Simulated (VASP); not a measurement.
**AlN: single point with HSE06**

Crystal: AlN.

```
Al N
1.0
     9.34145    0.00000    0.00000
     0.00000   10.78657    0.00000
     0.00000    0.00000    9.96706
Al N
48 48
Direct
  0.16667 0.08333 0.24850
  0.16667 0.08333 0.74850
  0.00000 0.33333 0.24850
  0.00000 0.33333 0.74850
  0.50000 0.08333 0.24850
  0.50000 0.08333 0.74850
  0.33333 0.33333 0.24850
  0.33333 0.33333 0.74850
  0.16667 0.58333 0.24850
  0.16667 0.58333 0.74850
  0.00000 0.83333 0.24850
  0.00000 0.83333 0.74850
  0.83333 0.08333 0.24850
  0.83333 0.08333 0.74850
  0.66667 0.33333 0.24850
  0.66667 0.33333 0.74850
  0.50000 0.58333 0.24850
  0.50000 0.58333 0.74850
  0.33333 0.83333 0.24850
  0.33333 0.83333 0.74850
  0.83333 0.58333 0.24850
  0.83333 0.58333 0.74850
  0.66667 0.83333 0.24850
  0.66667 0.83333 0.74850
  0.00000 0.16667 0.49850
  0.00000 0.16667 0.99850
  0.33333 0.16667 0.49850
  0.33333 0.16667 0.99850
  0.16667 0.41667 0.49850
  0.16667 0.41667 0.99850
  0.00000 0.66667 0.49850
  0.00000 0.66667 0.99850
  0.66667 0.16667 0.49850
  0.66667 0.16667 0.99850
  0.50000 0.41667 0.49850
  0.50000 0.41667 0.99850
  0.33333 0.66667 0.49850
  0.33333 0.66667 0.99850
  0.16667 0.91667 0.49850
  0.16667 0.91667 0.99850
  0.83333 0.41667 0.49850
  0.83333 0.41667 0.99850
  0.66667 0.66667 0.49850
  0.66667 0.66667 0.99850
  0.50000 0.91667 0.49850
  0.50000 0.91667 0.99850
  0.83333 0.91667 0.49850
  0.83333 0.91667 0.99850
  0.00000 0.16667 0.18950
  0.00000 0.16667 0.68950
  0.33333 0.16667 0.18950
  0.33333 0.16667 0.68950
  0.16667 0.41667 0.18950
  0.16667 0.41667 0.68950
  0.00000 0.66667 0.18950
  0.00000 0.66667 0.68950
  0.66667 0.16667 0.18950
  0.66667 0.16667 0.68950
  0.50000 0.41667 0.18950
  0.50000 0.41667 0.68950
  0.33333 0.66667 0.18950
  0.33333 0.66667 0.68950
  0.16667 0.91667 0.18950
  0.16667 0.91667 0.68950
  0.83333 0.41667 0.18950
  0.83333 0.41667 0.68950
  0.66667 0.66667 0.18950
  0.66667 0.66667 0.68950
  0.50000 0.91667 0.18950
  0.50000 0.91667 0.68950
  0.83333 0.91667 0.18950
  0.83333 0.91667 0.68950
  0.16667 0.08333 0.43950
  0.16667 0.08333 0.93950
  0.00000 0.33333 0.43950
  0.00000 0.33333 0.93950
  0.50000 0.08333 0.43950
  0.50000 0.08333 0.93950
  0.33333 0.33333 0.43950
  0.33333 0.33333 0.93950
  0.16667 0.58333 0.43950
  0.16667 0.58333 0.93950
  0.00000 0.83333 0.43950
  0.00000 0.83333 0.93950
  0.83333 0.08333 0.43950
  0.83333 0.08333 0.93950
  0.66667 0.33333 0.43950
  0.66667 0.33333 0.93950
  0.50000 0.58333 0.43950
  0.50000 0.58333 0.93950
  0.33333 0.83333 0.43950
  0.33333 0.83333 0.93950
  0.83333 0.58333 0.43950
  0.83333 0.58333 0.93950
  0.66667 0.83333 0.43950
  0.66667 0.83333 0.93950
```

```json
{
  "Program": "VASP 6.6.1",
  "Task": "single point",
  "Functional": "HSE06",
  "Potentials or basis": "VASP PAW PBE potentials, release 64 (Al, N)",
  "Cutoff": "520 eV",
  "k mesh": "1 × 1 × 1",
  "Occupations": "fermi-dirac, width 0.05 eV",
  "Spin": "no spin polarisation"
}
```

```yaml
Pressure: -2.1 GPa
Largest_force: 0.049 eV/Å
Band_gap_on_the_k_mesh: 5.55 eV
```

Forces on the atoms (eV/Å):
```
Al   0.000  0.031 -0.019
Al   0.000  0.031 -0.019
Al   0.000  0.031 -0.019
Al   0.000  0.031 -0.019
Al   0.000  0.031 -0.019
Al   0.000  0.031 -0.019
Al   0.000  0.031 -0.019
Al   0.000  0.031 -0.019
Al   0.000  0.031 -0.019
Al   0.000  0.031 -0.019
Al   0.000  0.031 -0.019
Al   0.000  0.031 -0.019
Al   0.000  0.031 -0.019
Al   0.000  0.031 -0.019
Al   0.000  0.031 -0.019
Al   0.000  0.031 -0.019
Al   0.000  0.031 -0.019
Al   0.000  0.031 -0.019
Al   0.000  0.031 -0.019
Al   0.000  0.031 -0.019
Al   0.000  0.031 -0.019
Al   0.000  0.031 -0.019
Al   0.000  0.031 -0.019
Al   0.000  0.031 -0.019
Al   0.000 -0.031 -0.019
Al   0.000 -0.031 -0.019
Al   0.000 -0.031 -0.019
Al   0.000 -0.031 -0.019
Al   0.000 -0.031 -0.019
Al   0.000 -0.031 -0.019
Al   0.000 -0.031 -0.019
Al   0.000 -0.031 -0.019
Al   0.000 -0.031 -0.019
Al   0.000 -0.031 -0.019
Al   0.000 -0.031 -0.019
Al   0.000 -0.031 -0.019
Al   0.000 -0.031 -0.019
Al   0.000 -0.031 -0.019
Al   0.000 -0.031 -0.019
Al   0.000 -0.031 -0.019
Al   0.000 -0.031 -0.019
Al   0.000 -0.031 -0.019
Al   0.000 -0.031 -0.019
Al   0.000 -0.031 -0.019
Al   0.000 -0.031 -0.019
Al   0.000 -0.031 -0.019
Al   0.000 -0.031 -0.019
Al   0.000 -0.031 -0.019
N    0.000 -0.046  0.019
N    0.000 -0.046  0.019
N    0.000 -0.046  0.019
N    0.000 -0.046  0.019
N    0.000 -0.046  0.019
N    0.000 -0.046  0.019
N    0.000 -0.046  0.019
N    0.000 -0.046  0.019
N    0.000 -0.046  0.019
N    0.000 -0.046  0.019
N    0.000 -0.046  0.019
N    0.000 -0.046  0.019
N    0.000 -0.046  0.019
N    0.000 -0.046  0.019
N    0.000 -0.046  0.019
N    0.000 -0.046  0.019
N    0.000 -0.046  0.019
N    0.000 -0.046  0.019
N    0.000 -0.046  0.019
N    0.000 -0.046  0.019
N    0.000 -0.046  0.019
N    0.000 -0.046  0.019
N    0.000 -0.046  0.019
N    0.000 -0.046  0.019
N    0.000  0.046  0.019
N    0.000  0.046  0.019
N    0.000  0.046  0.019
N    0.000  0.046  0.019
N    0.000  0.046  0.019
N    0.000  0.046  0.019
N    0.000  0.046  0.019
N    0.000  0.046  0.019
N    0.000  0.046  0.019
N    0.000  0.046  0.019
N    0.000  0.046  0.019
N    0.000  0.046  0.019
N    0.000  0.046  0.019
N    0.000  0.046  0.019
N    0.000  0.046  0.019
N    0.000  0.046  0.019
N    0.000  0.046  0.019
N    0.000  0.046  0.019
N    0.000  0.046  0.019
N    0.000  0.046  0.019
N    0.000  0.046  0.019
N    0.000  0.046  0.019
N    0.000  0.046  0.019
N    0.000  0.046  0.019
```

Stress tensor (GPa, compression positive):
```
-1.29  0.00  0.00
 0.00 -2.55  0.00
 0.00  0.00 -2.35
```

Levels at points of the mesh, in eV from the valence-band top:
```tsv
k point	band 190	band 191	band 192	band 193	band 194	band 195
(0.00, 0.00, 0.00)	-0.27	-0.24	0.00	5.55	6.34	6.34
```

Wall time 6.2 min on 1 × NVIDIA H100 80GB with 1 thread of AMD EPYC 7R13 Processor (Zen 3), with other jobs on the host, peak memory 1.7 GiB.

Caveat: the k points lie up to 0.67 Å⁻¹ apart; the PAW data sets were made with another functional, which shifts forces and pressure a little. A k mesh can miss the band edges.
